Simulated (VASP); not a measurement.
# Co (P6_3/mmc) in VASP: further runs

Aim: see how the results for Co move with the level of theory and the settings. Levels: PBE+D3(BJ), PBE. Tasks: single point.

Everything below comes from runs of VASP 6.6.1. Logs are shortened: lines on timing, memory, paths and dates and some standing lists are left out, and cuts for length are marked.

### 1 The cell of the first run

The structure is hexagonal, space group P6_3/mmc (No. 194). Conventional cell: a = 2.471 Å, b = 2.471 Å, c = 8.088 Å, α = 90.00°, β = 90.00°, γ = 120.00°. Co (site symmetry -6m2) has 12 Co at 2.47 Å within 3.3 Å. Co (site symmetry -3m) has 12 Co at 2.47 Å within 3.3 Å.

### 2 Single point, PBE+D3(BJ), collinear spin, ferromagnetic start

INCAR

```
SYSTEM = Co
PREC = Accurate ; ENCUT = 520
EDIFF = 1E-6 ; ISMEAR = -1
SIGMA = 0.05 ; LREAL = .FALSE.
LASPH = .TRUE. ; NELM = 150
ALGO = Fast ; ISIF = 2
LWAVE = .FALSE. ; LCHARG = .FALSE.
ISPIN = 2 ; MAGMOM = 2 2 2 2
LORBIT = 11 ; LMAXMIX = 4
GGA = PE ; IVDW = 12
NBANDS = 30
```

KPOINTS

```
regular mesh
0
G
  12 12 4
  0 0 0
```

POSCAR

```
Co
1.0
    2.4705617809      0.0000000000      0.0000000000
   -1.2352808905      2.1395692639      0.0000000000
    0.0000000000      0.0000000000      8.0882338000
Co
4
Direct
    0.6666666667      0.3333333333      0.7500000000
    0.0000000000      0.0000000000      0.5000000000
    0.3333333333      0.6666666667      0.2500000000
    0.0000000000      0.0000000000      0.0000000000
```

Potentials or basis: VASP PAW PBE potentials, release 64 (Co).

Run with:

```console
> cat potpaw_PBE.64/Co/POTCAR > POTCAR
> mpirun -np 1 vasp_std > vasp.out
```

OUTCAR:

```text
SYSTEM = Co
   PREC = Accurate
   ENCUT = 520
   EDIFF = 1E-6
   ISMEAR = -1
   LREAL = .FALSE.
   LASPH = .TRUE.
   NELM = 150
   ISIF = 2
   ISPIN = 2
   LORBIT = 11
   GGA = PE
   IVDW = 12
 IVDW          = 12

 ion  position               nearest neighbor table
   1  0.667  0.333  0.750-   2 2.47   4 2.47   2 2.47   4 2.47   2 2.47   4 2.47
   2  0.000  0.000  0.500-   1 2.47   3 2.47   1 2.47   3 2.47   1 2.47   3 2.47
   3  0.333  0.667  0.250-   2 2.47   4 2.47   2 2.47   4 2.47   2 2.47   4 2.47
   4  0.000  0.000  0.000-   1 2.47   3 2.47   1 2.47   3 2.47   1 2.47   3 2.47

  LATTYP: Found a hexagonal cell.
 ALAT       =     2.4705617809
 C/A-ratio  =     3.2738439745

  Lattice vectors:

 A1 = (   2.4705617809,   0.0000000000,   0.0000000000)
 A2 = (  -1.2352808905,   2.1395692639,   0.0000000000)
 A3 = (   0.0000000000,   0.0000000000,   8.0882338000)

Analysis of symmetry for initial positions (statically):
=====================================================================
 Subroutine PRICEL returns:
 Original cell was already a primitive cell.

 Routine SETGRP: Setting up the symmetry group for a
 hexagonal supercell.

 Subroutine GETGRP returns: Found 24 space group operations
 (whereof 12 operations were pure point group operations)
 out of a pool of 24 trial point group operations.

The static configuration has the point symmetry D_3d.
 The point group associated with its full space group is D_6h.

Analysis of symmetry for dynamics (positions and initial velocities):
=====================================================================
 Subroutine PRICEL returns:
 Original cell was already a primitive cell.

 Routine SETGRP: Setting up the symmetry group for a
 hexagonal supercell.

 Subroutine GETGRP returns: Found 24 space group operations
 (whereof 12 operations were pure point group operations)
 out of a pool of 24 trial point group operations.

The dynamic configuration has the point symmetry D_3d.
 The point group associated with its full space group is D_6h.

Analysis of structural, dynamic, and magnetic symmetry:
=====================================================================
 Subroutine PRICEL returns:
 Original cell was already a primitive cell.

 Routine SETGRP: Setting up the symmetry group for a
 hexagonal supercell.

 Subroutine GETGRP returns: Found 24 space group operations
 (whereof 12 operations were pure point group operations)
 out of a pool of 24 trial point group operations.

The overall configuration has the point symmetry D_3d.
 The point group associated with its full space group is D_6h.

 Subroutine INISYM returns: Found 24 space group operations
 (whereof 12 operations are pure point group operations),
 and found     1 'primitive' translations

----------------------------------------------------------------------------------------

                                     Primitive cell

  volume of cell :      42.7539

  direct lattice vectors                    reciprocal lattice vectors
     2.470561781  0.000000000  0.000000000     0.404766239  0.233691897  0.000000000
    -1.235280890  2.139569264  0.000000000     0.000000000  0.467383794  0.000000000
     0.000000000  0.000000000  8.088233800     0.000000000  0.000000000  0.123636386

  length of vectors
     2.470561781  2.470561781  8.088233800     0.467383794  0.467383794  0.123636386

  position of ions in fractional coordinates (direct lattice)
     0.666666667  0.333333333  0.750000000
     0.000000000  0.000000000  0.500000000
     0.333333333  0.666666667  0.250000000
     0.000000000  0.000000000  0.000000000

  ion indices of the primitive-cell ions
   primitive index   ion index
                 1           1
                 2           2
                 3           3
                 4           4

----------------------------------------------------------------------------------------

 KPOINTS: regular mesh

Automatic generation of k-mesh.
 Grid dimensions read from file:
 generate k-points for:   12   12    4

 Generating k-lattice:

  Cartesian coordinates                     Fractional coordinates (reciprocal lattice)
     0.033730520  0.019474325  0.000000000     0.083333333  0.000000000  0.000000000
     0.000000000  0.038948649  0.000000000     0.000000000  0.083333333  0.000000000
     0.000000000  0.000000000  0.030909097     0.000000000  0.000000000  0.250000000

  Length of vectors
     0.038948649  0.038948649  0.030909097

  Shift w.r.t. Gamma in fractional coordinates (k-lattice)
     0.000000000  0.000000000  0.000000000

 Subroutine IBZKPT returns following result:
 ===========================================

 Found     57 irreducible k-points:

 Following reciprocal coordinates:
            Coordinates               Weight
  0.000000  0.000000  0.000000      1.000000
  0.083333  0.000000  0.000000      6.000000
  0.166667 -0.000000  0.000000      6.000000
  0.250000  0.000000  0.000000      6.000000
  0.333333  0.000000  0.000000      6.000000
  0.416667  0.000000  0.000000      6.000000
[... 16 lines left out ...]
  0.250000  0.000000  0.250000     12.000000
  0.333333  0.000000  0.250000     12.000000
 [... further k-points ...]
   k-points           NKPTS =     57   k-points in BZ     NKDIM =     57   number of bands    NBANDS=     30
   number of dos      NEDOS =    301   number of ions     NIONS =      4
   total plane-waves  NPLWV =  19440
   dimension x,y,z NGX =    18 NGY =   18 NGZ =   60
   dimension x,y,z NGXF=    36 NGYF=   36 NGZF=  120
   ions per type =               4
   NGX,Y,Z   is equivalent  to a cutoff of  12.11, 12.11, 12.33 a.u.
   NGXF,Y,Z  is equivalent  to a cutoff of  24.22, 24.22, 24.66 a.u.
 SYSTEM =  Co
   PREC   = accura    normal or accurate (medium, high low for compatibility)
   ISTART =      0    job   : 0-new  1-cont  2-samecut
   ICHARG =      2    charge: 1-file 2-atom 10-const
   ISPIN  =      2    spin polarized calculation?
   LNONCOLLINEAR =      F non collinear calculations
   LSORBIT =      F    spin-orbit coupling
   LASPH  =      T    aspherical Exc in radial PAW
   ENCUT  =  520.0 eV  38.22 Ry    6.18 a.u.   4.59  4.59 15.04*2*pi/ulx,y,z
   NELM   =    150;   NELMIN=  2; NELMDL= -5     # of ELM steps
   EDIFF  = 0.1E-05   stopping-criterion for ELM
   LREAL  =      F    real-space projection
   EDIFFG = 0.1E-04   stopping-criterion for IOM
   NSW    =      0    number of steps for IOM
   IBRION =     -1    ionic relax: 0-MD 1-quasi-New 2-CG
   NFREE  =      0    steps in history (QN), initial steepest desc. (CG)
   ISIF   =      2    stress and relaxation
   ISYM   =      2    0-nonsym 1-usesym 2-fastsym
   POTIM  = 0.5000    time-step for ionic-motion
   TEBEG  =    0.0;   TEEND  =   0.0 temperature during run
   PSTRESS=    0.0 pullay stress
   NELECT =      36.0000    total number of electrons
   NUPDOWN=      -1.0000    fix difference up-down
   EMIN   =  10.00;   EMAX   =-10.00  energy-range for DOS
   EFERMI =   0.00;   METHOD = LEGACY
   ISMEAR =    -1;   SIGMA  =   0.05  broadening in eV -4-tet -1-fermi 0-gaus
   EFERMI_NEDOS =   21; number of points for ismear=-14 and -15
   IALGO  =     68    algorithm
   IMIX   =      4    mixing-type and parameters
     AMIX     =   0.40;   BMIX     =  1.00
     AMIX_MAG =   1.60;   BMIX_MAG =  1.00
  volume/ion in A,a.u.               =      10.69        72.13
  Fermi-wavevector in a.u.,A,eV,Ry     =   1.545908  2.921343 32.515647  2.389833
  Thomas-Fermi vector in A             =   2.651220
   LORBIT       =     11    0 simple, 1 ext, 2 COOP (PROOUT), +10 PAW based schemes
   GGA     = PE    functional components
   LHFCALC =     F    Hartree Fock is set to
   AEXX    =    0.0000 exact exchange contribution
   IVDW    =    12    specifies the selected vdW correction
   LEPSILON=     F    determine dielectric tensor
   LRPA    =     F    only Hartree local field effects (RPA)
 spin polarized calculation
 RMM-DIIS sequential band-by-band and
  energy-cutoff  :      520.00
  volume of cell :       42.75
 maximum number of plane-waves:      1170
   NGX =  9   NGY =  9   NGZ = 31

 number of electron      35.9999991 magnetization       6.5672623

 Free energy of the ion-electron system (eV)
  ---------------------------------------------------
  ext. energy  EPLUGINS =         0.00000000
  ---------------------------------------------------
  free energy    TOTEN  =       -28.11843643 eV

  energy without entropy =      -28.08412879  energy(sigma->0) =      -28.10128261

 E-fermi :  10.5295     XC(G=0): -13.4929

 val. band max:       10.5282873559   @ k =   0.4167   0.0000   0.5000
 cond. band min:      10.5372225569   @ k =   0.2500   0.0833   0.2500
 fundamental gap:      0.0089352010
 Fermi energy:        10.5295068352

 spin component 1

 k-point     1 :       0.0000    0.0000    0.0000
  band No.  band energies     occupation
      1       1.4632      1.00000
      2       3.6781      1.00000
      3       3.7049      1.00000
      4       5.2597      1.00000
      5       7.4565      1.00000
      6       7.4907      1.00000
[... 781 lines left out ...]
     29      25.3019      0.00000
     30      26.1561      0.00000

 [... further k-points ...]

 spin component 2

 k-point     1 :       0.0000    0.0000    0.0000
  band No.  band energies     occupation
      1       1.4819      1.00000
      2       3.7806      1.00000
      3       3.7843      1.00000
      4       6.1897      1.00000
      5       8.7993      1.00000
      6       8.8626      1.00000
[... 781 lines left out ...]
     29      25.6825      0.00000
     30      26.5658      0.00000

 [... further k-points ...]

------------------------ aborting loop because EDIFF is reached ----------------------------------------

 Edisp (eV)   -1.69346

 E8    (eV) :    -0.7431

  FORCE on cell =-STRESS in cart. coord.  units (eV):
  Direction    XX          YY          ZZ          XY          YZ          ZX
  --------------------------------------------------------------------------------------
  -------------------------------------------------------------------------------------
  Total      -0.39532    -0.39532    -1.41613     0.00000     0.00000    -0.00000
  in kB     -14.81421   -14.81421   -53.06860     0.00000     0.00000    -0.00000
  external pressure =      -27.57 kB  Pullay stress =        0.00 kB

 VOLUME and BASIS-vectors are now :
 -----------------------------------------------------------------------------
  energy-cutoff  :      520.00
  volume of cell :       42.75
      direct lattice vectors                 reciprocal lattice vectors
     2.470561781  0.000000000  0.000000000     0.404766239  0.233691897  0.000000000
    -1.235280890  2.139569264  0.000000000     0.000000000  0.467383794  0.000000000
     0.000000000  0.000000000  8.088233800     0.000000000  0.000000000  0.123636386

 POSITION                                       TOTAL-FORCE (eV/Angst)
 -----------------------------------------------------------------------------------
      1.23528      0.71319      6.06618         0.000000      0.000000      0.000000
      0.00000      0.00000      4.04412         0.000000      0.000000     -0.000000
     -0.00000      1.42638      2.02206        -0.000000     -0.000000     -0.000000
      0.00000      0.00000      0.00000        -0.000000      0.000000     -0.000000
 -----------------------------------------------------------------------------------
    total drift:                                0.000000     -0.000000      0.000000

  FREE ENERGIE OF THE ION-ELECTRON SYSTEM (eV)
  ---------------------------------------------------
  free  energy   TOTEN  =       -29.8118935669 eV

  energy  without entropy=      -29.7775859328  energy(sigma->0) =      -29.79473975

 total charge

# of ion       s       p       d       tot
------------------------------------------
    1        0.497   0.539   7.263   8.299
    2        0.497   0.535   7.272   8.304
    3        0.497   0.539   7.263   8.299
    4        0.497   0.535   7.272   8.304
--------------------------------------------------
tot          1.988   2.147  29.071  33.206

 magnetization (x)

# of ion       s       p       d       tot
------------------------------------------
    1       -0.013  -0.051   1.730   1.666
    2       -0.013  -0.048   1.708   1.646
    3       -0.013  -0.051   1.730   1.666
    4       -0.013  -0.048   1.708   1.646
--------------------------------------------------
tot         -0.052  -0.199   6.876   6.625
```

Wall time 1.8 min (1 thread of AMD EPYC 9R14 (Zen 4), shared host); peak memory 0.21 GiB.

What came out:

```
Free energy                                           : -29.8119 eV
Pressure                                              : -2.8 GPa
Net moment                                            : 6.57 μB per cell
Site moments                                          : Co +1.67, +1.65 μB
Valence electrons inside the program's atomic spheres : Co 8.30
Dispersion energy per atom                            : -0.423 eV
```

Stress tensor (GPa, compression positive):
```
-1.48  0.00  0.00
 0.00 -1.48  0.00
 0.00  0.00 -5.31
```

Caveat: three body term missing; pairwise dispersion overbinds metals, which lowers pressure and volume.

### 3 Single point, PBE, collinear spin, ferromagnetic start

This run uses another cell than the first one, of 10.92 Å³/atom, 1.021 times its volume.

INCAR

```
SYSTEM = Co
PREC = Accurate
ENCUT = 520
EDIFF = 1E-7
ISMEAR = -1
SIGMA = 0.05
LREAL = .False.
LASPH = .True.
NELM = 150
ALGO = Fast
ISIF = 2
LWAVE = .False.
LCHARG = .False.
ISPIN = 2
MAGMOM = 2 2 2 2
LORBIT = 11
LMAXMIX = 4
GGA = PE
NBANDS = 30
```

KPOINTS

```
regular mesh
0
Gamma
  12 12 4
  0 0 0
```

POSCAR

```
Co
1.0
    2.4980761042      0.0000000000      0.0000000000
   -1.2490380521      2.1633973668      0.0000000000
    0.0000000000      0.0000000000      8.0787909262
Co
4
Direct
    0.6666666667      0.3333333333      0.7500000000
    0.0000000000      0.0000000000      0.5000000000
    0.3333333333      0.6666666667      0.2500000000
    0.0000000000      0.0000000000      0.0000000000
```

Potentials or basis: VASP PAW PBE potentials, release 64 (Co).

Run with:

```console
> cat potpaw_PBE.64/Co/POTCAR > POTCAR
> mpirun -np 1 vasp_std > vasp.out
```

It took 2.5 min on 1 thread of AMD EPYC 9R14 (Zen 4), shared host; peak memory 0.21 GiB.

It converged, with:

```yaml
Free_energy: -28.1311 eV
Pressure: -0.7 GPa
Net_moment: 6.64 μB per cell
Site_moments: Co +1.69, +1.67 μB
Valence_electrons_inside_the_program's_atomic_spheres: Co 8.26
```

Levels at points of the mesh, in eV from the Fermi level:
Spin up:
| k point | band 20 | band 21 | band 22 | band 23 | band 24 | band 25 |
| --- | --- | --- | --- | --- | --- | --- |
| (0.00, 0.00, 0.00) | -1.22 | -1.22 | -0.83 | -0.83 | -0.14 | 6.24 |
| (0.50, 0.00, 0.00) | -0.57 | 0.24 | 1.35 | 2.38 | 3.00 | 6.83 |
| (0.00, 0.00, 0.50) | -1.69 | -1.00 | -1.00 | -1.00 | -1.00 | 9.29 |
| (0.50, 0.00, 0.50) | -0.63 | 1.18 | 1.18 | 2.72 | 2.72 | 7.21 |
Spin down:
```
           k point  band 12  band 13  band 14  band 15  band 16  band 17
(0.00, 0.00, 0.00)    -0.80    -0.80    -0.77    -0.77    -0.19     0.06
(0.50, 0.00, 0.00)    -0.11    -0.06     0.50     1.15     1.20     1.21
(0.00, 0.00, 0.50)    -1.01    -0.92    -0.92    -0.92    -0.92     0.24
(0.50, 0.00, 0.50)    -0.82    -0.21    -0.21     0.82     0.82     1.17
```
